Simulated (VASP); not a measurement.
# TcIr (Pm-3m) in VASP: notebook

Runs on TcIr. Level: LDA. Tasks: single point, relaxation of cell and atoms.

Program: VASP 6.6.1. These are calculated values, not measurements. Logs are shortened: lines on timing, memory, paths and dates and some standing lists are left out, and cuts for length are marked.

### Step 1. The cell of the first run

The structure is cubic, space group Pm-3m (No. 221). The conventional cell has a = 3.050 Å, b = 3.050 Å, c = 3.050 Å, α = 90.00°, β = 90.00°, γ = 90.00°. Ir (site symmetry m-3m) has 8 Tc at 2.64 Å and 6 Ir at 3.05 Å within 3.5 Å. Within 3.5 Å of Tc (site symmetry m-3m) lie 8 Ir at 2.64 Å and 6 Tc at 3.05 Å.

### Step 2. Single point, LDA

INCAR

```
PREC = Accurate
ENCUT = 520
EDIFF = 1E-7
ISMEAR = 0
SIGMA = 0.05
LREAL = F
LASPH = T
NELM = 80
ALGO = Normal
ISIF = 2
LWAVE = F
LCHARG = F
GGA = CA
NBANDS = 18
```

KPOINTS

```
Automatic mesh
0
Gamma
  8 8 8
```

POSCAR

```
TcIr
1.0
    3.0500199436      0.0000000000      0.0000000000
    0.0000000000      3.0500199436      0.0000000000
    0.0000000000      0.0000000000      3.0500199436
Ir Tc
1 1
Direct
    0.0000000000      0.0000000000      0.0000000000
    0.5000000000      0.5000000000      0.5000000000
```

Potentials or basis: VASP PAW LDA potentials, release 64 (Ir, Tc_pv).

The run is started by

```sh
$ cat potpaw_LDA.64/Ir/POTCAR potpaw_LDA.64/Tc_pv/POTCAR > POTCAR
$ mpirun -np 1 vasp_std > vasp.out
```

OUTCAR:

```text
PREC = Accurate
   ENCUT = 520
   EDIFF = 1E-7
   ISMEAR = 0
   LREAL = F
   LASPH = T
   NELM = 80
   ISIF = 2
   GGA = CA

 ion  position               nearest neighbor table
   1  0.000  0.000  0.000-   2 2.64   2 2.64   2 2.64   2 2.64   2 2.64   2 2.64   2 2.64   2 2.64

   2  0.500  0.500  0.500-   1 2.64   1 2.64   1 2.64   1 2.64   1 2.64   1 2.64   1 2.64   1 2.64

  LATTYP: Found a simple cubic cell.
 ALAT       =     3.0500199436

  Lattice vectors:

 A1 = (   3.0500199436,   0.0000000000,   0.0000000000)
 A2 = (   0.0000000000,   3.0500199436,   0.0000000000)
 A3 = (   0.0000000000,   0.0000000000,   3.0500199436)

Analysis of symmetry for initial positions (statically):
=====================================================================
 Subroutine PRICEL returns:
 Original cell was already a primitive cell.

 Routine SETGRP: Setting up the symmetry group for a
 simple cubic supercell.

 Subroutine GETGRP returns: Found 48 space group operations
 (whereof 48 operations were pure point group operations)
 out of a pool of 48 trial point group operations.

The static configuration has the point symmetry O_h .

Analysis of symmetry for dynamics (positions and initial velocities):
=====================================================================
 Subroutine PRICEL returns:
 Original cell was already a primitive cell.

 Routine SETGRP: Setting up the symmetry group for a
 simple cubic supercell.

 Subroutine GETGRP returns: Found 48 space group operations
 (whereof 48 operations were pure point group operations)
 out of a pool of 48 trial point group operations.

The dynamic configuration has the point symmetry O_h .

 Subroutine INISYM returns: Found 48 space group operations
 (whereof 48 operations are pure point group operations),
 and found     1 'primitive' translations

----------------------------------------------------------------------------------------

                                     Primitive cell

  volume of cell :      28.3732

  direct lattice vectors                    reciprocal lattice vectors
     3.050019944  0.000000000  0.000000000     0.327866709  0.000000000  0.000000000
     0.000000000  3.050019944  0.000000000     0.000000000  0.327866709  0.000000000
     0.000000000  0.000000000  3.050019944     0.000000000  0.000000000  0.327866709

  length of vectors
     3.050019944  3.050019944  3.050019944     0.327866709  0.327866709  0.327866709

  position of ions in fractional coordinates (direct lattice)
     0.000000000  0.000000000  0.000000000
     0.500000000  0.500000000  0.500000000

  ion indices of the primitive-cell ions
   primitive index   ion index
                 1           1
                 2           2

----------------------------------------------------------------------------------------

 KPOINTS: Automatic mesh

Automatic generation of k-mesh.
 Grid dimensions read from file:
 generate k-points for:    8    8    8

 Generating k-lattice:

  Cartesian coordinates                     Fractional coordinates (reciprocal lattice)
     0.040983339  0.000000000  0.000000000     0.125000000  0.000000000  0.000000000
     0.000000000  0.040983339  0.000000000     0.000000000  0.125000000  0.000000000
     0.000000000  0.000000000  0.040983339     0.000000000  0.000000000  0.125000000

  Length of vectors
     0.040983339  0.040983339  0.040983339

  Shift w.r.t. Gamma in fractional coordinates (k-lattice)
     0.000000000  0.000000000  0.000000000

 Subroutine IBZKPT returns following result:
 ===========================================

 Found     35 irreducible k-points:

 Following reciprocal coordinates:
            Coordinates               Weight
  0.000000  0.000000  0.000000      1.000000
  0.125000  0.000000  0.000000      6.000000
  0.250000  0.000000  0.000000      6.000000
  0.375000  0.000000  0.000000      6.000000
  0.500000  0.000000  0.000000      3.000000
  0.125000  0.125000  0.000000     12.000000
[... 16 lines left out ...]
  0.375000  0.375000  0.125000     24.000000
[... 41 lines left out ...]
  ext. energy  EPLUGINS =         0.00000000
  ---------------------------------------------------
  free energy    TOTEN  =       -21.05189133 eV

  energy without entropy =      -21.04388490  energy(sigma->0) =      -21.04788811

 E-fermi :  11.6851     XC(G=0): -14.0950

 val. band max:       11.6685409231   @ k =   0.3750   0.2500   0.2500
 cond. band min:      11.6967102305   @ k =   0.0000   0.0000   0.0000
 fundamental gap:      0.0281693074
 Fermi energy:        11.6850802103

 k-point     1 :       0.0000    0.0000    0.0000
  band No.  band energies     occupation
      1     -27.2905      2.00000
      2     -27.2905      2.00000
      3     -27.2905      2.00000
      4       2.1280      2.00000
      5       4.7365      2.00000
      6       4.7365      2.00000
[... 10 lines left out ...]
     17      20.2692      0.00000
     18      28.0368      0.00000

 k-point     2 :       0.1250    0.0000    0.0000
  band No.  band energies     occupation
      1     -27.3300      2.00000
      2     -27.2894      2.00000
      3     -27.2894      2.00000
      4       2.4890      2.00000
      5       4.9178      2.00000
      6       5.0224      2.00000
[... 10 lines left out ...]
     17      21.4689      0.00000
     18      28.3007      0.00000

 k-point     3 :       0.2500    0.0000    0.0000
  band No.  band energies     occupation
      1     -27.4242      2.00000
      2     -27.2866      2.00000
      3     -27.2866      2.00000
      4       3.4836      2.00000
      5       5.4482      2.00000
      6       5.7477      2.00000
[... 10 lines left out ...]
     17      24.1078      0.00000
     18      28.9359      0.00000

 k-point     4 :       0.3750    0.0000    0.0000
  band No.  band energies     occupation
      1     -27.5172      2.00000
      2     -27.2839      2.00000
      3     -27.2839      2.00000
      4       4.7892      2.00000
      5       6.2672      2.00000
      6       6.4895      2.00000
[... 375 lines left out ...]
      4       5.3475      2.00000
      5       5.8360      2.00000
      6       7.1777      2.00000
[... 10 lines left out ...]
     17      24.5613      0.00000
     18      26.2394      0.00000

 k-point    23 :       0.3750    0.3750    0.1250
  band No.  band energies     occupation
      1     -27.4803      2.00000
      2     -27.4720      2.00000
      3     -27.2991      2.00000
      4       5.0032      2.00000
      5       5.5266      2.00000
      6       6.7681      2.00000
[... 10 lines left out ...]
     17      24.1531      0.00000
     18      25.2967      0.00000

 k-point    24 :       0.5000    0.3750    0.1250
  band No.  band energies     occupation
      1     -27.5092      2.00000
      2     -27.4704      2.00000
      3     -27.2960      2.00000
      4       4.9201      2.00000
      5       5.3212      2.00000
      6       6.7508      2.00000
[... 10 lines left out ...]
     17      23.1011      0.00000
     18      25.2087      0.00000

 [... further k-points ...]

------------------------ aborting loop because EDIFF is reached ----------------------------------------

  FORCE on cell =-STRESS in cart. coord.  units (eV):
  Direction    XX          YY          ZZ          XY          YZ          ZX
  --------------------------------------------------------------------------------------
  -------------------------------------------------------------------------------------
  Total        0.2062231      0.2062231      0.2062231     -0.0000000      0.0000000     -0.0000000
  in kB       11.6450106     11.6450106     11.6450106     -0.0000000      0.0000000     -0.0000000
  external PRESSURE =      11.6450106 kB  Pullay stress =       0.0000000 kB

 VOLUME and BASIS-vectors are now :
 -----------------------------------------------------------------------------
  energy-cutoff  :      520.00
  volume of cell :       28.37
      direct lattice vectors                 reciprocal lattice vectors
     3.050019944  0.000000000  0.000000000     0.327866709  0.000000000  0.000000000
     0.000000000  3.050019944  0.000000000     0.000000000  0.327866709  0.000000000
     0.000000000  0.000000000  3.050019944     0.000000000  0.000000000  0.327866709

 POSITION                                       TOTAL-FORCE (eV/Angst)
 -----------------------------------------------------------------------------------
      0.00000      0.00000      0.00000         0.000000      0.000000      0.000000
      1.52501      1.52501      1.52501         0.000000      0.000000      0.000000
 -----------------------------------------------------------------------------------
    total drift:                                0.000000     -0.000000     -0.000000

  FREE ENERGIE OF THE ION-ELECTRON SYSTEM (eV)
  ---------------------------------------------------
  free  energy   TOTEN  =       -21.0518913317 eV

  energy  without entropy=      -21.0438848970  energy(sigma->0) =      -21.04788811
```

It took 6 s on 1 thread of Intel Xeon 6975P-C (Granite Rapids), shared host; peak memory 0.14 GiB.

What came out:

```
Free energy            : -21.0519 eV
Pressure               : 1.2 GPa
Band gap on the k mesh : zero (band 11 reaches 12.26 eV, above the bottom of band 12 at 10.09 eV)
```

Levels at points of the mesh, in eV from the Fermi level:
```csv
k point,band 7,band 8,band 9,band 10,band 11,band 12,band 13,band 14,band 15,band 16
"(0.00, 0.00, 0.00)",-3.22,-3.22,-3.22,0.01,0.01,2.31,2.31,2.31,8.58,8.58
"(0.50, 0.00, 0.00)",-3.49,-2.89,-2.89,-1.67,-1.67,-1.60,-0.08,0.66,2.43,15.23
"(0.50, 0.50, 0.00)",-5.13,-0.52,-0.21,0.24,0.58,0.58,1.24,3.01,3.01,8.55
"(0.50, 0.50, 0.50)",-3.91,-3.91,-3.91,-0.10,-0.10,1.35,1.35,5.38,9.98,10.86
```

Caveat: spin-orbit coupling is left out, which moves the levels of the heavy elements.

### Step 3. Relaxation of cell and atoms, LDA

INCAR

```
ALGO = Normal ; EDIFF = 1E-7
EDIFFG = -0.03 ; ENCUT = 600
GGA = CA ; IBRION = 2
ISIF = 3 ; ISMEAR = 0
LASPH = T ; LCHARG = F
LREAL = F ; LWAVE = F
NELM = 80 ; NSW = 80
PREC = Accurate ; SIGMA = 0.05
```

KPOINTS

```
k-points
0
Gamma
  7 7 7
```

POSCAR is that of step 2.

Potentials or basis: VASP PAW LDA potentials, release 64 (Ir, Tc_pv).

The run is started by

```sh
$ cat potpaw_LDA.64/Ir/POTCAR potpaw_LDA.64/Tc_pv/POTCAR > POTCAR
$ mpirun -np 1 vasp_std > vasp.out
```

Wall time 7.7 s (1 thread of Intel Xeon 6975P-C (Granite Rapids), shared host); peak memory 0.13 GiB.

It converged, with:

```
Free energy                            : -21.0454 eV
Relaxed volume                         : 14.23 Å³/atom
Relaxed cell                           : a = 3.053 Å, b = 3.053 Å, c = 3.053 Å, α = 90.00°, β = 90.00°, γ = 90.00°
Space group after relaxing (to 0.05 Å) : Pm-3m (No. 221)
Energy gained by relaxing              : 0.2 meV/atom
Ionic steps                            : 3
Pressure after relaxing                : 0.0 GPa
Band gap on the k mesh                 : zero (band 11 reaches 11.87 eV, above the bottom of band 12 at 10.18 eV)
```

Step by step:
```csv
step,energy change (eV),largest force (eV/Å),pressure (GPa),volume (Å³)
1,0.0000,0.0000,1.11,28.37
2,0.0034,0.0000,-3.71,28.78
3,-0.0003,0.0000,-0.01,28.46
```

Final structure:
```yaml
crystal:
  lattice:
    - [3.05329, 0.00000, 0.00000]
    - [0.00000, 3.05329, 0.00000]
    - [0.00000, 0.00000, 3.05329]
  atoms:
    - { symbol: Ir, position: [0.00000, 0.00000, 0.00000] }
    - { symbol: Tc, position: [0.50000, 0.50000, 0.50000] }
```

Levels at points of the mesh, in eV from the Fermi level:
```csv
k point,band 7,band 8,band 9,band 10,band 11,band 12,band 13,band 14,band 15
"(0.00, 0.00, 0.00)",-3.23,-3.23,-3.23,-0.01,-0.01,2.28,2.28,2.28,8.54
```

Caveat: spin-orbit coupling is left out, which moves the levels of the heavy elements.

### Step 4. Single point, LDA

INCAR

```
ALGO     = Normal         # electronic algorithm
EDIFF    = 1E-6           # SCF threshold, eV
ENCUT    = 520            # plane-wave cutoff, eV
GGA      = CA             # functional
ISIF     = 2              # what is computed and relaxed
ISMEAR   = 0              # smearing method
LASPH    = T              # aspherical terms in the spheres
LCHARG   = F              # write CHGCAR
LREAL    = F              # projectors in reciprocal space
LWAVE    = F              # write WAVECAR
NBANDS   = 18             # bands
NELM     = 60             # most SCF steps
PREC     = Accurate       # precision mode
SIGMA    = 0.05           # smearing width, eV
```

KPOINTS is that of step 3.

POSCAR

```
TcIr
1.0
    3.0495332704      0.0000000000      0.0000000000
    0.0000000000      3.0495332704      0.0000000000
    0.0000000000      0.0000000000      3.0495332704
Ir Tc
1 1
Direct
    0.0000000000      0.0000000000      0.0000000000
    0.5000000000      0.5000000000      0.5000000000
```

The run is started by

```sh
$ cat potpaw_LDA.64/Ir/POTCAR potpaw_LDA.64/Tc_pv/POTCAR > POTCAR
$ mpirun -np 1 vasp_std > vasp.out
```

Run time: 9.2 s. Hardware: 1 thread of Intel Xeon 8259CL, shared host; peak memory 0.13 GiB.

It converged, with:

| Property | Result |
| --- | --- |
| Free energy | -21.0448 eV |
| Pressure | 1.2 GPa |
| Band gap on the k mesh | zero (band 11 reaches 11.93 eV, above the bottom of band 12 at 10.24 eV) |

Levels at points of the mesh, in eV from the Fermi level:
```tsv
k point	band 9	band 10	band 11	band 12	band 13	band 14
(0.00, 0.00, 0.00)	-3.25	-0.01	-0.01	2.29	2.29	2.29
```

Caveat: spin-orbit coupling is left out, which moves the levels of the heavy elements.

### Step 5. Single point, LDA

This run uses another cell than the first one, of 14.04 Å³/atom, 0.990 times its volume.

INCAR

```
PREC = Accurate
ENCUT = 520
EDIFF = 1E-7
ISMEAR = 0
SIGMA = 0.05
LREAL = F
LASPH = T
NELM = 60
ALGO = Normal
ISIF = 2
LWAVE = F
LCHARG = F
NBANDS = 18
```

KPOINTS

```
Automatic mesh
0
Gamma
  7 7 7
```

POSCAR

```
TcIr
1.0
    3.0393340863      0.0000000000      0.0000000000
    0.0000000000      3.0393340863      0.0000000000
    0.0000000000      0.0000000000      3.0393340863
Ir Tc
1 1
Direct
    0.0000000000      0.0000000000      0.0000000000
    0.5000000000      0.5000000000      0.5000000000
```

The run is started by

```sh
$ cat potpaw_LDA.64/Ir/POTCAR potpaw_LDA.64/Tc_pv/POTCAR > POTCAR
$ mpirun -np 1 vasp_std > vasp.out
```

Run time: 9.7 s. Hardware: 1 thread of Intel Xeon 8259CL, shared host; peak memory 0.13 GiB.

Results (log left out):

```
Free energy            : -21.0392 eV
Pressure               : 4.8 GPa
Band gap on the k mesh : zero (band 11 reaches 12.11 eV, above the bottom of band 12 at 10.39 eV)
```

Levels at points of the mesh, in eV from the Fermi level:
| k point | band 8 | band 9 | band 10 | band 11 | band 12 | band 13 | band 14 | band 15 |
| --- | --- | --- | --- | --- | --- | --- | --- | --- |
| (0.00, 0.00, 0.00) | -3.30 | -3.30 | -0.02 | -0.02 | 2.33 | 2.33 | 2.33 | 8.62 |

Caveat: spin-orbit coupling is left out, which moves the levels of the heavy elements.

### Step 6. Single point, LDA

INCAR

```
SYSTEM = TcIr
PREC = Accurate ; ENCUT = 520
EDIFF = 1E-6 ; ISMEAR = 0
SIGMA = 0.05 ; LREAL = .FALSE.
LASPH = .TRUE. ; NELM = 100
ALGO = Normal ; ISIF = 2
LWAVE = .FALSE. ; LCHARG = .FALSE.
NBANDS = 18
```

KPOINTS

```
Automatic mesh
0
G
  7 7 7
  0 0 0
```

POSCAR

```
TcIr
1.0
    3.0495332704      0.0000000000      0.0000000000
    0.0000000000      3.0495332704      0.0000000000
    0.0000000000      0.0000000000      3.0495332704
Ir Tc
1 1
Direct
    0.0000000000      0.0000000000      0.0000000000
    0.5000000000      0.5000000000      0.5000000000
```

Potentials or basis: VASP PAW LDA potentials, release 64 (Ir, Tc_pv).

The run is started by

```sh
$ cat potpaw_LDA.64/Ir/POTCAR potpaw_LDA.64/Tc_pv/POTCAR > POTCAR
$ mpirun -np 1 vasp_std > vasp.out
```

It took 9.5 s on 1 thread of Intel Xeon 8259CL, shared host; peak memory 0.13 GiB.

It converged, with:

```
Free energy            : -21.0448 eV
Pressure               : 1.2 GPa
Band gap on the k mesh : zero (band 11 reaches 11.93 eV, above the bottom of band 12 at 10.24 eV)
```

Levels at points of the mesh, in eV from the Fermi level:
```csv
k point,band 8,band 9,band 10,band 11,band 12,band 13,band 14,band 15
"(0.00, 0.00, 0.00)",-3.25,-3.25,-0.01,-0.01,2.29,2.29,2.29,8.56
```

Caveat: spin-orbit coupling is left out, which moves the levels of the heavy elements.

### Step 7. Single point, LDA

This run uses another cell than the first one, of 14.32 Å³/atom, 1.010 times its volume.

INCAR

```
ALGO     = Normal         # electronic algorithm
EDIFF    = 1E-6           # SCF threshold, eV
ENCUT    = 520            # plane-wave cutoff, eV
ISIF     = 2              # what is computed and relaxed
ISMEAR   = 0              # smearing method
LASPH    = True           # aspherical terms in the spheres
LCHARG   = False          # write CHGCAR
LREAL    = False          # projectors in reciprocal space
LWAVE    = False          # write WAVECAR
NBANDS   = 18             # bands
NELM     = 80             # most SCF steps
PREC     = Accurate       # precision mode
SIGMA    = 0.05           # smearing width, eV
```

KPOINTS

```
k-points
0
Gamma
  7 7 7
```

POSCAR

```
TcIr
1.0
    3.0596646846      0.0000000000      0.0000000000
    0.0000000000      3.0596646846      0.0000000000
    0.0000000000      0.0000000000      3.0596646846
Ir Tc
1 1
Direct
    0.0000000000      0.0000000000      0.0000000000
    0.5000000000      0.5000000000      0.5000000000
```

The run is started by

```sh
$ cat potpaw_LDA.64/Ir/POTCAR potpaw_LDA.64/Tc_pv/POTCAR > POTCAR
$ mpirun -np 1 vasp_std > vasp.out
```

Wall time 9.8 s (1 thread of Intel Xeon 8259CL, shared host); peak memory 0.14 GiB.

The run converged. Its results:

| Item | Value |
| --- | --- |
| Free energy | -21.0440 eV |
| Pressure | -2.3 GPa |
| Band gap on the k mesh | zero (band 11 reaches 11.75 eV, above the bottom of band 12 at 10.09 eV) |

Levels at points of the mesh, in eV from the Fermi level:
| k point | band 9 | band 10 | band 11 | band 12 | band 13 | band 14 |
| --- | --- | --- | --- | --- | --- | --- |
| (0.00, 0.00, 0.00) | -3.20 | -0.01 | -0.01 | 2.25 | 2.25 | 2.25 |

Caveat: spin-orbit coupling is left out, which moves the levels of the heavy elements.

### Step 8. Overview

```csv
task,cell,k mesh,cutoff (eV),gap on the mesh (eV),pressure (GPa)
single point,"a = 3.050 Å, 2 atoms",8 × 8 × 8,520,none,1.2
relaxation of cell and atoms,"relaxed from a = 3.050 Å, 2 atoms",7 × 7 × 7,600,none,0.0
single point,"a = 3.050 Å, 2 atoms",7 × 7 × 7,520,none,1.2
single point,"a = 3.039 Å, 2 atoms",7 × 7 × 7,520,none,4.8
single point,"a = 3.060 Å, 2 atoms",7 × 7 × 7,520,none,-2.3
```

Alike in all rows: level LDA; potentials or basis VASP PAW LDA potentials, release 64 (Ir, Tc_pv); no spin polarisation; smearing gaussian 0.05 eV.

Caveats: spin-orbit coupling is left out, which moves the levels of the heavy elements.

Absolute energies hang on the potentials; compare differences alone.
